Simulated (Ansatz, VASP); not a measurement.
**CoO in VASP and in Ansatz**

INCAR

```
PREC     = Accurate       # precision mode
ENCUT    = 520            # plane-wave cutoff, eV
EDIFF    = 1E-6           # SCF threshold, eV
ISMEAR   = 0              # smearing method
SIGMA    = 0.15           # smearing width, eV
LREAL    = F              # projectors in reciprocal space
LASPH    = T              # aspherical terms in the spheres
NELM     = 150            # most SCF steps
ALGO     = Normal         # electronic algorithm
ISIF     = 2              # what is computed and relaxed
LWAVE    = F              # write WAVECAR
LCHARG   = T              # write CHGCAR
ISPIN    = 2              # spin polarisation
MAGMOM   = 2.71 0.36      # initial moments
LORBIT   = 11             # projections on sites
LMAXMIX  = 4              # l up to which the mixer works
GGA      = PS             # functional
LELF     = T              # ELF
LVHAR    = T            
NBANDS   = 18             # bands
```

File KPOINTS:

```
Automatic mesh
0
Gamma
  24 24 24
```

The input POSCAR:

```
CoO
1.0
   -1.5919462869      1.5919462869      1.8908714463
    1.5919462869     -1.5919462869      1.8908714463
    1.5919462869      1.5919462869     -1.8908714463
Co O
1 1
Direct
    0.0000000000      0.0000000000      0.0000000000
    0.5000000000      0.5000000000      0.0000000000
```

Input for Ansatz:

```yaml
crystal:
  lattice:
    - [-1.5919462869, 1.5919462869, 1.8908714463]
    - [1.5919462869, -1.5919462869, 1.8908714463]
    - [1.5919462869, 1.5919462869, -1.8908714463]
  atoms:
    - { symbol: Co, position: [0.0, 0.0, 0.0], spin: 2.71 }
    - { symbol: O, position: [0.5, 0.5, 0.0], spin: 0.36 }
basis:
  ecutwfc: 420
kpoints:
  mp_grid: { grid: [24, 24, 24] }
hamiltonian:
  xc: pbesol
scf:
  occupations: { method: gaussian, width: 0.15 }
output:
  forces: true
  stress: true
  eigenvalues: true
  populations: true
magnetization:
  spin_polarized: true
```

Alike in both runs: task single point; functional PBEsol; k mesh 24 × 24 × 24; occupations gaussian, width 0.15 eV; collinear spin.

|  | VASP | Ansatz |
| --- | --- | --- |
| version | VASP 6.6.1 | Ansatz 0.2.0 |
| potentials or method | VASP PAW PBE potentials, release 64 (Co, O), cutoff 520 eV | scalar-relativistic, plane waves, PAW |
| valence electrons in the cell | 15 | 23 |

|  | VASP | Ansatz | Ansatz less VASP |
| --- | --- | --- | --- |
| gap on the k mesh at the Fermi level (eV) | none | none | - |
| pressure (GPa) | -2.0 | -1.2 | +0.78 |
| traceless stress, the component that is largest in VASP (GPa) | 9.08 | 9.04 | -0.042 |
| net moment per atom (μB) | 1.36 | 1.37 | +0.011 |
| size of the moment on the site where the two differ most (μB) | 2.38 | 2.22 | -0.160 |

VASP's potentials were made for PBE, not for PBEsol. Site moments also hang on the region over which each program counts them. A gap of «none» marks a metal or a gap that the smearing closes. The functional is the same, so the differences come from potentials, cutoffs and numerics. VASP's potentials hold 15 valence electrons a cell and Ansatz's 23, so a difference there can come from the potentials and not from the codes.
